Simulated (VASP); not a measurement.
# SnO2 (P6_3/mmc) in VASP: a series of runs

SnO2 is run at these levels: PBE; tasks: single point.

Program: VASP 6.6.1. These are calculated values, not measurements. Logs are shortened: lines on timing, memory, paths and dates and some standing lists are left out, and cuts for length are marked.

### 1 The cell of the first run

It takes space group P6_3/mmc (No. 194, hexagonal). The conventional cell has a = 3.231 Å, b = 3.231 Å, c = 10.791 Å, α = 90.00°, β = 90.00°, γ = 120.00°. Sn (site symmetry -3m) has 6 O at 2.12 Å within 2.8 Å. Within 2.8 Å of O (site symmetry 3m) lie 3 Sn at 2.12 Å and 3 O at 2.76 Å.

### 2 Single point, PBE

The input, INCAR:

```
PREC = Accurate ; ENCUT = 520
EDIFF = 1E-6 ; ISMEAR = 0
SIGMA = 0.01 ; LREAL = F
LASPH = T ; NELM = 100
ALGO = Normal ; ISIF = 2
LWAVE = F ; LCHARG = F
GGA = PE ; NBANDS = 35
```

The input, KPOINTS:

```
Automatic mesh
0
Gamma
  4 4 1
```

The input, POSCAR:

```
SnO2
1.0
    3.2305756200      0.0000000000      0.0000000000
   -1.6152878100      2.7977605500      0.0000000000
    0.0000000000      0.0000000000     10.7905620000
Sn O
2 4
Direct
    0.0000000000      0.0000000000      0.5000000000
    0.0000000000      0.0000000000      0.0000000000
    0.6666666680      0.3333333298      0.4058619996
    0.6666666680      0.3333333298      0.0941380004
    0.3333333289      0.6666666702      0.5941380004
    0.3333333289      0.6666666702      0.9058619996
```

Potentials or basis: VASP PAW PBE potentials, release 64 (Sn_d, O).

Run with:

```console
$ cat potpaw_PBE.64/Sn_d/POTCAR potpaw_PBE.64/O/POTCAR > POTCAR
$ mpirun -np 1 vasp_std > vasp.out
```

OUTCAR:

```text
PREC = Accurate
   ENCUT = 520
   EDIFF = 1E-6
   ISMEAR = 0
   LREAL = F
   LASPH = T
   NELM = 100
   ISIF = 2
   GGA = PE

 ion  position               nearest neighbor table
   1  0.000  0.000  0.500-   5 2.12   3 2.12   3 2.12   5 2.12   3 2.12   5 2.12
   2  0.000  0.000  0.000-   6 2.12   4 2.12   4 2.12   6 2.12   4 2.12   6 2.12
   3  0.667  0.333  0.406-   1 2.12   1 2.12   1 2.12
   4  0.667  0.333  0.094-   2 2.12   2 2.12   2 2.12
   5  0.333  0.667  0.594-   1 2.12   1 2.12   1 2.12
   6  0.333  0.667  0.906-   2 2.12   2 2.12   2 2.12

  LATTYP: Found a hexagonal cell.
 ALAT       =     3.2305756200
 C/A-ratio  =     3.3401360220

  Lattice vectors:

 A1 = (   3.2305756200,   0.0000000000,   0.0000000000)
 A2 = (  -1.6152878100,   2.7977605500,   0.0000000000)
 A3 = (   0.0000000000,   0.0000000000,  10.7905620000)

Analysis of symmetry for initial positions (statically):
=====================================================================
 Subroutine PRICEL returns:
 Original cell was already a primitive cell.

 Routine SETGRP: Setting up the symmetry group for a
 hexagonal supercell.

 Subroutine GETGRP returns: Found 24 space group operations
 (whereof 12 operations were pure point group operations)
 out of a pool of 24 trial point group operations.

The static configuration has the point symmetry D_3d.
 The point group associated with its full space group is D_6h.

Analysis of symmetry for dynamics (positions and initial velocities):
=====================================================================
 Subroutine PRICEL returns:
 Original cell was already a primitive cell.

 Routine SETGRP: Setting up the symmetry group for a
 hexagonal supercell.

 Subroutine GETGRP returns: Found 24 space group operations
 (whereof 12 operations were pure point group operations)
 out of a pool of 24 trial point group operations.

The dynamic configuration has the point symmetry D_3d.
 The point group associated with its full space group is D_6h.

 Subroutine INISYM returns: Found 24 space group operations
 (whereof 12 operations are pure point group operations),
 and found     1 'primitive' translations

----------------------------------------------------------------------------------------

                                     Primitive cell

  volume of cell :      97.5292

  direct lattice vectors                    reciprocal lattice vectors
     3.230575620  0.000000000  0.000000000     0.309542360  0.178714365  0.000000000
    -1.615287810  2.797760550  0.000000000     0.000000000  0.357428730  0.000000000
     0.000000000  0.000000000 10.790562000     0.000000000  0.000000000  0.092673579

  length of vectors
     3.230575620  3.230575615 10.790562000     0.357428729  0.357428730  0.092673579

  position of ions in fractional coordinates (direct lattice)
     0.000000000  0.000000000  0.500000000
     0.000000000  0.000000000  0.000000000
     0.666666668  0.333333330  0.405862000
     0.666666668  0.333333330  0.094138000
     0.333333329  0.666666670  0.594138000
     0.333333329  0.666666670  0.905862000

  ion indices of the primitive-cell ions
   primitive index   ion index
                 1           1
                 2           2
                 3           3
                 4           4
                 5           5
                 6           6

----------------------------------------------------------------------------------------

 KPOINTS: Automatic mesh

Automatic generation of k-mesh.
 Grid dimensions read from file:
 generate k-points for:    4    4    1

 Generating k-lattice:

  Cartesian coordinates                     Fractional coordinates (reciprocal lattice)
     0.077385590  0.044678591  0.000000000     0.250000000  0.000000000  0.000000000
     0.000000000  0.089357182  0.000000000     0.000000000  0.250000000  0.000000000
     0.000000000  0.000000000  0.092673579     0.000000000  0.000000000  1.000000000

  Length of vectors
     0.089357182  0.089357182  0.092673579

  Shift w.r.t. Gamma in fractional coordinates (k-lattice)
     0.000000000  0.000000000  0.000000000

 Subroutine IBZKPT returns following result:
 ===========================================

 Found      4 irreducible k-points:

 Following reciprocal coordinates:
            Coordinates               Weight
  0.000000  0.000000  0.000000      1.000000
  0.250000  0.000000  0.000000      6.000000
  0.500000  0.000000  0.000000      3.000000
  0.250000  0.250000  0.000000      6.000000
   k-points           NKPTS =      4   k-points in BZ     NKDIM =      4   number of bands    NBANDS=     35
   number of dos      NEDOS =    301   number of ions     NIONS =      6
   total plane-waves  NPLWV =  46080
   dimension x,y,z NGX =    24 NGY =   24 NGZ =   80
   dimension x,y,z NGXF=    48 NGYF=   48 NGZF=  160
   ions per type =               2   4
   NGX,Y,Z   is equivalent  to a cutoff of  12.35, 12.35, 12.33 a.u.
   NGXF,Y,Z  is equivalent  to a cutoff of  24.70, 24.70, 24.65 a.u.
 SYSTEM =  unknown system
   PREC   = accura    normal or accurate (medium, high low for compatibility)
   ISTART =      0    job   : 0-new  1-cont  2-samecut
   ICHARG =      2    charge: 1-file 2-atom 10-const
   ISPIN  =      1    spin polarized calculation?
   LNONCOLLINEAR =      F non collinear calculations
   LSORBIT =      F    spin-orbit coupling
   LASPH  =      T    aspherical Exc in radial PAW
   ENCUT  =  520.0 eV  38.22 Ry    6.18 a.u.   6.01  6.01 20.06*2*pi/ulx,y,z
   NELM   =    100;   NELMIN=  2; NELMDL= -5     # of ELM steps
   EDIFF  = 0.1E-05   stopping-criterion for ELM
   LREAL  =      F    real-space projection
   EDIFFG = 0.1E-04   stopping-criterion for IOM
   NSW    =      0    number of steps for IOM
   IBRION =     -1    ionic relax: 0-MD 1-quasi-New 2-CG
   NFREE  =      0    steps in history (QN), initial steepest desc. (CG)
   ISIF   =      2    stress and relaxation
   ISYM   =      2    0-nonsym 1-usesym 2-fastsym
   POTIM  = 0.5000    time-step for ionic-motion
   TEBEG  =    0.0;   TEEND  =   0.0 temperature during run
   PSTRESS=    0.0 pullay stress
   NELECT =      52.0000    total number of electrons
   NUPDOWN=      -1.0000    fix difference up-down
   EMIN   =  10.00;   EMAX   =-10.00  energy-range for DOS
   EFERMI =   0.00;   METHOD = LEGACY
   ISMEAR =     0;   SIGMA  =   0.01  broadening in eV -4-tet -1-fermi 0-gaus
   EFERMI_NEDOS =   21; number of points for ismear=-14 and -15
   IALGO  =     38    algorithm
   IMIX   =      4    mixing-type and parameters
     AMIX     =   0.40;   BMIX     =  1.00
     AMIX_MAG =   1.60;   BMIX_MAG =  1.00
  volume/ion in A,a.u.               =      16.25       109.69
  Fermi-wavevector in a.u.,A,eV,Ry     =   1.327490  2.508591 23.976574  1.762228
  Thomas-Fermi vector in A             =   2.456798
   LORBIT       =      0    0 simple, 1 ext, 2 COOP (PROOUT), +10 PAW based schemes
   GGA     = PE    functional components
   LHFCALC =     F    Hartree Fock is set to
   AEXX    =    0.0000 exact exchange contribution
   IVDW    =     0    specifies the selected vdW correction
   LEPSILON=     F    determine dielectric tensor
   LRPA    =     F    only Hartree local field effects (RPA)
 non-spin polarized calculation
 Gauss-broadening in eV      SIGMA  =   0.01
  energy-cutoff  :      520.00
  volume of cell :       97.53
 maximum number of plane-waves:      2642
   NGX = 13   NGY = 13   NGZ = 41

 number of electron      51.9999995 magnetization

 Free energy of the ion-electron system (eV)
  ---------------------------------------------------
  ext. energy  EPLUGINS =         0.00000000
  ---------------------------------------------------
  free energy    TOTEN  =       -36.31745927 eV

  energy without entropy =      -36.31745927  energy(sigma->0) =      -36.31745927

 E-fermi :   2.2161     XC(G=0):  -9.1862

 val. band max:        2.1036021817   @ k =   0.2500   0.2500   0.0000
 cond. band min:       4.1873091045   @ k =   0.0000   0.0000   0.0000
 fundamental gap:      2.0837069228
 Fermi energy:         2.2161008429

 k-point     1 :       0.0000    0.0000    0.0000
  band No.  band energies     occupation
      1     -17.9403      2.00000
      2     -17.9396      2.00000
      3     -17.7260      2.00000
      4     -17.7260      2.00000
      5     -17.7260      2.00000
      6     -17.7260      2.00000
[... 27 lines left out ...]
     34      13.1882      0.00000
     35      13.2326      0.00000

 k-point     2 :       0.2500    0.0000    0.0000
  band No.  band energies     occupation
      1     -18.1550      2.00000
      2     -18.1531      2.00000
      3     -17.7357      2.00000
      4     -17.7353      2.00000
      5     -17.6479      2.00000
      6     -17.6478      2.00000
[... 27 lines left out ...]
     34      13.3392      0.00000
     35      14.1411      0.00000

 k-point     3 :       0.5000    0.0000    0.0000
  band No.  band energies     occupation
      1     -18.4982      2.00000
      2     -18.4958      2.00000
      3     -17.6986      2.00000
      4     -17.6984      2.00000
      5     -17.6441      2.00000
      6     -17.6441      2.00000
[... 27 lines left out ...]
     34      14.0286      0.00000
     35      14.2301      0.00000

 k-point     4 :       0.2500    0.2500    0.0000
  band No.  band energies     occupation
      1     -18.2877      2.00000
      2     -18.2854      2.00000
      3     -17.9132      2.00000
      4     -17.9119      2.00000
      5     -17.6145      2.00000
      6     -17.6144      2.00000
[... 27 lines left out ...]
     34      13.3524      0.00000
     35      13.3924      0.00000

------------------------ aborting loop because EDIFF is reached ----------------------------------------

  FORCE on cell =-STRESS in cart. coord.  units (eV):
  Direction    XX          YY          ZZ          XY          YZ          ZX
  --------------------------------------------------------------------------------------
  -------------------------------------------------------------------------------------
  Total        0.0039426      0.0039426      0.2506285      0.0000000      0.0000000     -0.0000000
  in kB        0.0647678      0.0647678      4.1172436      0.0000000      0.0000000     -0.0000000
  external PRESSURE =       1.4155930 kB  Pullay stress =       0.0000000 kB

 VOLUME and BASIS-vectors are now :
 -----------------------------------------------------------------------------
  energy-cutoff  :      520.00
  volume of cell :       97.53
      direct lattice vectors                 reciprocal lattice vectors
     3.230575620  0.000000000  0.000000000     0.309542360  0.178714365  0.000000000
    -1.615287810  2.797760550  0.000000000     0.000000000  0.357428730  0.000000000
     0.000000000  0.000000000 10.790562000     0.000000000  0.000000000  0.092673579

 POSITION                                       TOTAL-FORCE (eV/Angst)
 -----------------------------------------------------------------------------------
      0.00000      0.00000      5.39528         0.000000     -0.000000      0.000000
      0.00000      0.00000      0.00000         0.000000     -0.000000      0.000000
      1.61529      0.93259      4.37948        -0.000000      0.000000      0.060599
      1.61529      0.93259      1.01580         0.000000      0.000000     -0.060599
     -0.00000      1.86517      6.41108         0.000000     -0.000000     -0.060599
     -0.00000      1.86517      9.77476        -0.000000     -0.000000      0.060599
 -----------------------------------------------------------------------------------
    total drift:                                0.000023      0.000000      0.000000

  FREE ENERGIE OF THE ION-ELECTRON SYSTEM (eV)
  ---------------------------------------------------
  free  energy   TOTEN  =       -36.3174592671 eV

  energy  without entropy=      -36.3174592671  energy(sigma->0) =      -36.31745927
```

It took 11 s on 1 thread of Intel Xeon 6975P-C (Granite Rapids), shared host; peak memory 0.2 GiB.

Results:

| Item | Value |
| --- | --- |
| Free energy | -36.3175 eV |
| Pressure | 0.1 GPa |
| Largest force | 0.061 eV/Å |
| Band gap on the k mesh | 2.08 eV, indirect (least direct gap 2.48 eV) |

Forces on the atoms (eV/Å):
```
Sn   0.000  0.000  0.000
Sn   0.000  0.000  0.000
O    0.000  0.000  0.061
O    0.000  0.000 -0.061
O    0.000  0.000 -0.061
O    0.000  0.000  0.061
```

Caveat: the k points lie up to 0.58 Å⁻¹ apart; spin-orbit coupling is left out, which moves the levels of the heavy elements. A k mesh can miss the band edges.

(Continued in part 2 of 2.)
